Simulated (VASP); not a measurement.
# SnSe (I4mm) in VASP: further runs

SnSe is run at these levels: PBE; tasks: single point.

All numbers are computed with VASP 6.6.1; they aren't measurements. Logs are shortened: lines on timing, memory, paths and dates and some standing lists are left out, and cuts for length are marked.

**1. The cell of the first run**

It takes space group I4mm (No. 107, tetragonal). The conventional cell has a = 4.257 Å, b = 4.257 Å, c = 6.021 Å, α = 90.00°, β = 90.00°, γ = 90.00°. Within 3.3 Å of Sn (site symmetry 4mm) lie 5 Se at 2.47 to 3.06 Å. Within 3.3 Å of Se (site symmetry 4mm) lie 5 Sn at 2.47 to 3.06 Å.

**2. Single point, PBE (shortest bond scaled by 0.82)**

The input, INCAR:

```
SYSTEM = SnSe
PREC = Accurate
ENCUT = 520
EDIFF = 1E-7
ISMEAR = -1
SIGMA = 0.05
LREAL = .FALSE.
LASPH = .TRUE.
NELM = 100
ALGO = Normal
ISIF = 2
LWAVE = .FALSE.
LCHARG = .FALSE.
GGA = PE
NBANDS = 17
```

The input, KPOINTS:

```
regular mesh
0
G
  9 9 9
  0 0 0
```

The input, POSCAR:

```
SnSe
1.0
    0.0000000000      3.0104337128      3.0104337128
    3.0104337128      0.0000000000      3.0104337128
    3.0104337128      3.0104337128      0.0000000000
Sn Se
1 1
Direct
   -0.0450000000     -0.0450000000      0.0450000000
    0.5450000000      0.5450000000      0.4550000000
```

Potentials or basis: VASP PAW PBE potentials, release 64 (Sn_d, Se).

On the command line:

```
$ cat potpaw_PBE.64/Sn_d/POTCAR potpaw_PBE.64/Se/POTCAR > POTCAR
$ mpirun -np 1 vasp_std > vasp.out
```

OUTCAR:

```text
SYSTEM = SnSe
   PREC = Accurate
   ENCUT = 520
   EDIFF = 1E-7
   ISMEAR = -1
   LREAL = .FALSE.
   LASPH = .TRUE.
   NELM = 100
   ISIF = 2
   GGA = PE

 ion  position               nearest neighbor table
   1  0.955  0.955  0.045-   2 2.47   2 3.06   2 3.06   2 3.06   2 3.06
   2  0.545  0.545  0.455-   1 2.47   1 3.06   1 3.06   1 3.06   1 3.06

  LATTYP: Found a face centered cubic cell.
 ALAT       =     6.0208674256

  Lattice vectors:

 A1 = (   0.0000000000,   3.0104337128,   3.0104337128)
 A2 = (   3.0104337128,   0.0000000000,   3.0104337128)
 A3 = (   3.0104337128,   3.0104337128,   0.0000000000)

Analysis of symmetry for initial positions (statically):
=====================================================================
 Subroutine PRICEL returns:
 Original cell was already a primitive cell.

 Routine SETGRP: Setting up the symmetry group for a
 face centered cubic supercell.

 Subroutine GETGRP returns: Found  8 space group operations
 (whereof  8 operations were pure point group operations)
 out of a pool of 48 trial point group operations.

The static configuration has the point symmetry C_4v.

Analysis of symmetry for dynamics (positions and initial velocities):
=====================================================================
 Subroutine PRICEL returns:
 Original cell was already a primitive cell.

 Routine SETGRP: Setting up the symmetry group for a
 face centered cubic supercell.

 Subroutine GETGRP returns: Found  8 space group operations
 (whereof  8 operations were pure point group operations)
 out of a pool of 48 trial point group operations.

The dynamic configuration has the point symmetry C_4v.

 Subroutine INISYM returns: Found  8 space group operations
 (whereof  8 operations are pure point group operations),
 and found     1 'primitive' translations

----------------------------------------------------------------------------------------

                                     Primitive cell

  volume of cell :      54.5654

  direct lattice vectors                    reciprocal lattice vectors
     0.000000000  3.010433713  3.010433713    -0.166089025  0.166089025  0.166089025
     3.010433713  0.000000000  3.010433713     0.166089025 -0.166089025  0.166089025
     3.010433713  3.010433713  0.000000000     0.166089025  0.166089025 -0.166089025

  length of vectors
     4.257396185  4.257396185  4.257396185     0.287674630  0.287674630  0.287674630

  position of ions in fractional coordinates (direct lattice)
     0.955000000  0.955000000  0.045000000
     0.545000000  0.545000000  0.455000000

  ion indices of the primitive-cell ions
   primitive index   ion index
                 1           1
                 2           2

----------------------------------------------------------------------------------------

 KPOINTS: regular mesh

Automatic generation of k-mesh.
 Grid dimensions read from file:
 generate k-points for:    9    9    9

 Generating k-lattice:

  Cartesian coordinates                     Fractional coordinates (reciprocal lattice)
    -0.018454336  0.018454336  0.018454336     0.111111111  0.000000000  0.000000000
     0.018454336 -0.018454336  0.018454336     0.000000000  0.111111111  0.000000000
     0.018454336  0.018454336 -0.018454336     0.000000000  0.000000000  0.111111111

  Length of vectors
     0.031963848  0.031963848  0.031963848

  Shift w.r.t. Gamma in fractional coordinates (k-lattice)
     0.000000000  0.000000000  0.000000000

 Subroutine IBZKPT returns following result:
 ===========================================

 Found     75 irreducible k-points:

 Following reciprocal coordinates:
            Coordinates               Weight
  0.000000  0.000000  0.000000      1.000000
  0.111111  0.000000  0.000000      8.000000
  0.222222  0.000000  0.000000      8.000000
  0.333333  0.000000  0.000000      8.000000
  0.444444  0.000000  0.000000      8.000000
  0.111111  0.111111  0.000000      2.000000
[... 16 lines left out ...]
  0.000000  0.222222  0.222222      4.000000
  0.333333  0.222222  0.000000      8.000000
 [... further k-points ...]
   k-points           NKPTS =     75   k-points in BZ     NKDIM =     75   number of bands    NBANDS=     17
   number of dos      NEDOS =    301   number of ions     NIONS =      2
   total plane-waves  NPLWV =  32768
   dimension x,y,z NGX =    32 NGY =   32 NGZ =   32
   dimension x,y,z NGXF=    64 NGYF=   64 NGZF=   64
   ions per type =               1   1
   NGX,Y,Z   is equivalent  to a cutoff of  12.50, 12.50, 12.50 a.u.
   NGXF,Y,Z  is equivalent  to a cutoff of  24.99, 24.99, 24.99 a.u.
 SYSTEM =  SnSe
   PREC   = accura    normal or accurate (medium, high low for compatibility)
   ISTART =      0    job   : 0-new  1-cont  2-samecut
   ICHARG =      2    charge: 1-file 2-atom 10-const
   ISPIN  =      1    spin polarized calculation?
   LNONCOLLINEAR =      F non collinear calculations
   LSORBIT =      F    spin-orbit coupling
   LASPH  =      T    aspherical Exc in radial PAW
   ENCUT  =  520.0 eV  38.22 Ry    6.18 a.u.   7.92  7.92  7.92*2*pi/ulx,y,z
   NELM   =    100;   NELMIN=  2; NELMDL= -5     # of ELM steps
   EDIFF  = 0.1E-06   stopping-criterion for ELM
   LREAL  =      F    real-space projection
   EDIFFG = 0.1E-05   stopping-criterion for IOM
   NSW    =      0    number of steps for IOM
   IBRION =     -1    ionic relax: 0-MD 1-quasi-New 2-CG
   NFREE  =      0    steps in history (QN), initial steepest desc. (CG)
   ISIF   =      2    stress and relaxation
   ISYM   =      2    0-nonsym 1-usesym 2-fastsym
   POTIM  = 0.5000    time-step for ionic-motion
   TEBEG  =    0.0;   TEEND  =   0.0 temperature during run
   PSTRESS=    0.0 pullay stress
   NELECT =      20.0000    total number of electrons
   NUPDOWN=      -1.0000    fix difference up-down
   EMIN   =  10.00;   EMAX   =-10.00  energy-range for DOS
   EFERMI =   0.00;   METHOD = LEGACY
   ISMEAR =    -1;   SIGMA  =   0.05  broadening in eV -4-tet -1-fermi 0-gaus
   EFERMI_NEDOS =   21; number of points for ismear=-14 and -15
   IALGO  =     38    algorithm
   IMIX   =      4    mixing-type and parameters
     AMIX     =   0.40;   BMIX     =  1.00
     AMIX_MAG =   1.60;   BMIX_MAG =  1.00
  volume/ion in A,a.u.               =      27.28       184.11
  Fermi-wavevector in a.u.,A,eV,Ry     =   1.171599  2.214002 18.675967  1.372645
  Thomas-Fermi vector in A             =   2.308041
   LORBIT       =      0    0 simple, 1 ext, 2 COOP (PROOUT), +10 PAW based schemes
   GGA     = PE    functional components
   LHFCALC =     F    Hartree Fock is set to
   AEXX    =    0.0000 exact exchange contribution
   IVDW    =     0    specifies the selected vdW correction
   LEPSILON=     F    determine dielectric tensor
   LRPA    =     F    only Hartree local field effects (RPA)
 non-spin polarized calculation
  energy-cutoff  :      520.00
  volume of cell :       54.57
 maximum number of plane-waves:      1484
   NGX = 15   NGY = 15   NGZ = 15

 number of electron      20.0000004 magnetization

 Free energy of the ion-electron system (eV)
  ---------------------------------------------------
  ext. energy  EPLUGINS =         0.00000000
  ---------------------------------------------------
  free energy    TOTEN  =        -7.92099697 eV

  energy without entropy =       -7.92099340  energy(sigma->0) =       -7.92099519

 E-fermi :   6.0167     XC(G=0):  -9.5371

 val. band max:        5.6065996475   @ k =  -0.2222   0.2222   0.0000
 cond. band min:       6.5278698372   @ k =   0.0000  -0.4444   0.1111
 fundamental gap:      0.9212701897
 Fermi energy:         6.0166793760

 k-point     1 :       0.0000    0.0000    0.0000
  band No.  band energies     occupation
      1     -15.9459      2.00000
      2     -15.9433      2.00000
      3     -15.9393      2.00000
      4     -15.9004      2.00000
      5     -15.9004      2.00000
      6      -8.6318      2.00000
[... 9 lines left out ...]
     16      12.7429      0.00000
     17      13.5993      0.00000

 k-point     2 :       0.1111    0.0000    0.0000
  band No.  band energies     occupation
      1     -15.9473      2.00000
      2     -15.9424      2.00000
      3     -15.9397      2.00000
      4     -15.8996      2.00000
      5     -15.8991      2.00000
      6      -8.5469      2.00000
[... 9 lines left out ...]
     16      12.3771      0.00000
     17      14.5146      0.00000

 k-point     3 :       0.2222    0.0000    0.0000
  band No.  band energies     occupation
      1     -15.9509      2.00000
      2     -15.9408      2.00000
      3     -15.9401      2.00000
      4     -15.8976      2.00000
      5     -15.8957      2.00000
      6      -8.3134      2.00000
[... 9 lines left out ...]
     16      12.5936      0.00000
     17      16.2612      0.00000

 k-point     4 :       0.3333    0.0000    0.0000
  band No.  band energies     occupation
      1     -15.9552      2.00000
      2     -15.9423      2.00000
      3     -15.9375      2.00000
      4     -15.8952      2.00000
      5     -15.8915      2.00000
      6      -8.0055      2.00000
[... 9 lines left out ...]
     16      13.6517      0.00000
     17      17.6134      0.00000

 k-point     5 :       0.4444    0.0000    0.0000
  band No.  band energies     occupation
      1     -15.9580      2.00000
      2     -15.9435      2.00000
      3     -15.9360      2.00000
      4     -15.8935      2.00000
      5     -15.8887      2.00000
      6      -7.7694      2.00000
[... 9 lines left out ...]
     16      15.1289      0.00000
     17      16.4554      0.00000

 k-point     6 :       0.1111    0.1111    0.0000
  band No.  band energies     occupation
      1     -15.9492      2.00000
      2     -15.9441      2.00000
      3     -15.9384      2.00000
      4     -15.8981      2.00000
      5     -15.8981      2.00000
      6      -8.5119      2.00000
[... 9 lines left out ...]
     16      13.2777      0.00000
     17      13.9416      0.00000
[... 281 lines left out ...]
 k-point    21 :       0.0000   -0.1111    0.1111
  band No.  band energies     occupation
      1     -15.9500      2.00000
      2     -15.9421      2.00000
      3     -15.9395      2.00000
      4     -15.8988      2.00000
      5     -15.8961      2.00000
      6      -8.4094      2.00000
[... 9 lines left out ...]
     16      12.9033      0.00000
     17      14.4591      0.00000

 k-point    22 :       0.2222    0.2222    0.0000
  band No.  band energies     occupation
      1     -15.9589      2.00000
      2     -15.9461      2.00000
      3     -15.9361      2.00000
      4     -15.8922      2.00000
      5     -15.8922      2.00000
      6      -8.1769      2.00000
[... 9 lines left out ...]
     16      14.7452      0.00000
     17      14.7452      0.00000

 k-point    23 :       0.0000    0.2222    0.2222
  band No.  band energies     occupation
      1     -15.9555      2.00000
      2     -15.9380      2.00000
      3     -15.9364      2.00000
      4     -15.9034      2.00000
      5     -15.8918      2.00000
      6      -8.2209      2.00000
[... 9 lines left out ...]
     16      14.4040      0.00000
     17      14.8711      0.00000

 k-point    24 :       0.3333    0.2222    0.0000
  band No.  band energies     occupation
      1     -15.9645      2.00000
      2     -15.9461      2.00000
      3     -15.9357      2.00000
      4     -15.8891      2.00000
      5     -15.8885      2.00000
      6      -7.9249      2.00000
[... 9 lines left out ...]
     16      14.8718      0.00000
     17      16.2582      0.00000

 [... further k-points ...]
[... 5 lines left out ...]
  --------------------------------------------------------------------------------------
  -------------------------------------------------------------------------------------
  Total        0.7363222      0.7363222      5.1315560      0.0000000      0.0000000      0.0000000
  in kB       21.6202783     21.6202783    150.6754342      0.0000000      0.0000000      0.0000000
  external PRESSURE =      64.6386636 kB  Pullay stress =       0.0000000 kB

 VOLUME and BASIS-vectors are now :
 -----------------------------------------------------------------------------
  energy-cutoff  :      520.00
  volume of cell :       54.57
      direct lattice vectors                 reciprocal lattice vectors
     0.000000000  3.010433713  3.010433713    -0.166089025  0.166089025  0.166089025
     3.010433713  0.000000000  3.010433713     0.166089025 -0.166089025  0.166089025
     3.010433713  3.010433713  0.000000000     0.166089025  0.166089025 -0.166089025

 POSITION                                       TOTAL-FORCE (eV/Angst)
 -----------------------------------------------------------------------------------
      3.01043      3.01043      5.74993         0.000000      0.000000      2.042094
      3.01043      3.01043      3.28137         0.000000      0.000000     -2.042094
 -----------------------------------------------------------------------------------
    total drift:                               -0.000000     -0.000000      0.000081

  FREE ENERGIE OF THE ION-ELECTRON SYSTEM (eV)
  ---------------------------------------------------
  free  energy   TOTEN  =        -7.9209969687 eV

  energy  without entropy=       -7.9209934024  energy(sigma->0) =       -7.92099519
```

Wall time 36 s (1 thread of Intel Xeon Platinum 8488C (Sapphire Rapids), shared host); peak memory 0.21 GiB.

Results:

```
Free energy            : -7.9210 eV
Pressure               : 6.5 GPa
Largest force          : 2.042 eV/Å
Band gap on the k mesh : 0.92 eV, indirect (least direct gap 1.03 eV)
```

Forces on the atoms (eV/Å):
```
Sn   0.000  0.000  2.042
Se   0.000  0.000 -2.042
```

Caveat: the cell differs from its parent crystal (shortest bond scaled by 0.82); spin-orbit coupling is left out, which moves the levels of the heavy elements; forces of over 1 eV/Å act on the atoms, so gaps and moduli don't describe the material at rest. A k mesh can miss the band edges.

**3. Single point, PBE (shortest bond scaled by 0.76)**

The input, INCAR:

```
ALGO = Normal
EDIFF = 1E-6
ENCUT = 520
GGA = PE
ISIF = 2
ISMEAR = -1
LASPH = T
LCHARG = F
LREAL = F
LWAVE = F
NBANDS = 17
NELM = 100
PREC = Accurate
SIGMA = 0.05
```

The input, KPOINTS:

```
k-points
0
Gamma
  9 9 9
```

The input, POSCAR:

```
SnSe
1.0
    0.0000000000      3.0104337128      3.0104337128
    3.0104337128      0.0000000000      3.0104337128
    3.0104337128      3.0104337128      0.0000000000
Sn Se
1 1
Direct
   -0.0600000000     -0.0600000000      0.0600000000
    0.5600000000      0.5600000000      0.4400000000
```

Potentials or basis: VASP PAW PBE potentials, release 64 (Sn_d, Se).

On the command line:

```
$ cat potpaw_PBE.64/Sn_d/POTCAR potpaw_PBE.64/Se/POTCAR > POTCAR
$ mpirun -np 1 vasp_std > vasp.out
```

Run time: 32 s. Hardware: 1 thread of Intel Xeon Platinum 8488C (Sapphire Rapids), shared host; peak memory 0.21 GiB.

It converged, with:

* Free energy: -7.3319 eV
* Pressure: 12.5 GPa
* Largest force: 4.776 eV/Å
* Band gap on the k mesh: 0.84 eV, indirect (least direct gap 1.11 eV)

Forces in eV/Å, atoms in the order of the input:
```
Sn   0.000  0.000  4.776
Se   0.000  0.000 -4.776
```

Stress tensor (GPa, compression positive):
```
 3.02  0.00  0.00
 0.00  3.02  0.00
 0.00  0.00 31.58
```

Levels at points of the mesh, in eV from the valence-band top:
| k point | band 6 | band 7 | band 8 | band 9 | band 10 | band 11 | band 12 | band 13 | band 14 | band 15 |
| --- | --- | --- | --- | --- | --- | --- | --- | --- | --- | --- |
| (0.00, 0.00, 0.00) | -14.56 | -4.88 | -3.17 | -2.07 | -2.07 | 2.32 | 2.32 | 5.50 | 5.99 | 7.64 |

Caveat: the cell differs from its parent crystal (shortest bond scaled by 0.76); spin-orbit coupling is left out, which moves the levels of the heavy elements; forces of over 1 eV/Å act on the atoms, so gaps and moduli don't describe the material at rest. A k mesh can miss the band edges.
